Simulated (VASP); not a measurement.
Input of a VASP 6.6.1 run:

Contents of POSCAR:

```
HfN
1.0
    0.0000000000      2.4871259940      2.4871259940
    2.4871259940      0.0000000000      2.4871259940
    2.4871259940      2.4871259940      0.0000000000
Hf N
1 1
Direct
    0.0000000000      0.0000000000      0.0000000000
    0.2500000000      0.2500000000      0.2500000000
```

File INCAR.step1:

```
  PREC = Accurate
  ENCUT = 520
  EDIFF = 1E-5
  ISMEAR = -1
  SIGMA = 0.05
  LREAL = False
  LASPH = True
  NELM = 100
  ALGO = Normal
  ISIF = 2
  LWAVE = True
  LCHARG = False
  NBANDS = 14
  GGA = PE
```

File INCAR.step2:

```
  PREC = Accurate
  ENCUT = 520
  EDIFF = 1E-6
  ISMEAR = -1
  SIGMA = 0.05
  LREAL = False
  LASPH = True
  NELM = 100
  ALGO = Normal
  ISIF = 2
  LWAVE = False
  LCHARG = False
  GGA = PE
  LHFCALC = True
  AEXX = 0.25
  PRECFOCK = Normal
  NBANDS = 14
  ISTART = 1
```

The input KPOINTS:

```
regular mesh
0
Gamma
  6 6 6
```

Potentials or basis: VASP PAW PBE potentials, release 64 (Hf_pv, N).

The run is started by

```bash
$ cat potpaw_PBE.64/Hf_pv/POTCAR potpaw_PBE.64/N/POTCAR > POTCAR
$ cp INCAR.step1 INCAR
$ mpirun -np 1 vasp_std > vasp.out
$ cp INCAR.step2 INCAR
$ mpirun -np 1 vasp_std > vasp.out
```

(1) Estimate the band gap on the k mesh.

(2) What does it give for the pressure?

Answers

(1) zero (an odd number of electrons rules out a gap without spin polarisation).

(2) -11.8 GPa.

Caveat: the k points lie up to 0.36 Å⁻¹ apart, too coarse for converged energies and pressures of a metal; the PAW data sets were made with another functional, which shifts forces and pressure a little; spin-orbit coupling is left out, which moves the levels of the heavy elements.
